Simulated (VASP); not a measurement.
Crystal: TlRh2 (C15 type).

```xyz
6
Lattice="0.0000 3.8126 3.8126 3.8126 0.0000 3.8126 3.8126 3.8126 0.0000" Properties=species:S:1:pos:R:3 pbc="T T T"
Tl    0.9531    0.9531    0.9531
Tl   -0.9531   -0.9531   -0.9531
Rh    3.8126    3.8126    3.8126
Rh    1.9063    1.9063    3.8126
Rh    1.9063    3.8126    1.9063
Rh    3.8126    1.9063    1.9063
```

- Program: VASP 6.6.1
- Task: relaxation of cell and atoms
- Functional: PBE
- Potentials or basis: VASP PAW PBE potentials, release 64 (Tl_d, Rh_pv)
- Cutoff: 600 eV
- k mesh: 7 × 7 × 7
- Occupations: fermi-dirac, width 0.05 eV
- Spin: no spin polarisation

At the start: pressure -4.8 GPa; volume 18.47 Å³/atom.

Task: Where does the relaxation end?

Result: Over 6 steps the energy falls by 11.6 meV/atom and the volume is 17.74 Å³/atom (-4.0 %); space group Fd-3m (No. 227, to 0.1 Å) before and after.

The path:
| step | energy change (eV) | largest force (eV/Å) | pressure (GPa) | volume (Å³) |
| --- | --- | --- | --- | --- |
| 1 | 0.0000 | 0.0000 | -4.84 | 110.84 |
| 2 | 0.0099 | 0.0000 | 6.20 | 102.12 |
| 3 | -0.0698 | 0.0000 | -0.05 | 106.46 |
| 4 | -0.0698 | 0.0000 | 0.07 | 106.37 |
| 5 | -0.0698 | 0.0000 | -0.06 | 106.47 |
| 6 | -0.0698 | 0.0000 | 0.00 | 106.42 |

Final structure:
```xyz
6
Lattice="0.0000 3.7613 3.7613 3.7613 0.0000 3.7613 3.7613 3.7613 0.0000" Properties=species:S:1:pos:R:3 pbc="T T T"
Tl    0.9403    0.9403    0.9403
Tl    6.5823    6.5823    6.5823
Rh    3.7613    3.7613    3.7613
Rh    5.6419    5.6419    3.7613
Rh    5.6419    3.7613    5.6419
Rh    3.7613    1.8806    1.8806
```
